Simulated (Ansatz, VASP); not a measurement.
## One calculation of Zr3O, two programs

```
Zr O
1.0
     4.17902    0.00000    0.00000
     0.00000    4.17902    0.00000
     0.00000    0.00000    4.17902
Zr O
3 1
Direct
  0.00000 0.50000 0.50000
  0.50000 0.00000 0.50000
  0.50000 0.50000 0.00000
  0.00000 0.00000 0.00000
```

Alike in both runs: functional r2SCAN; k mesh 12 × 12 × 12; occupations gaussian, width 0.1 eV; no spin polarisation.

Ansatz relaxed the structure, and its values are those at the end. VASP's run is a single point on that final structure, the one shown.

|  | VASP | Ansatz |
| --- | --- | --- |
| version | VASP 6.6.1 | Ansatz 0.2.0 |
| potentials or method | VASP PAW PBE potentials, release 64 (Zr_sv, O), cutoff 520 eV | scalar-relativistic, plane waves, PAW |
| valence electrons in the cell | 42 | 42 |

```tsv
	VASP	Ansatz	Ansatz less VASP
gap on the k mesh at the Fermi level (eV)	none	none	-
pressure (GPa)	0.1	0.0	-0.10
```

VASP's potentials were made for PBE, not for r2SCAN. A gap of «none» marks a metal or a gap that the smearing closes.
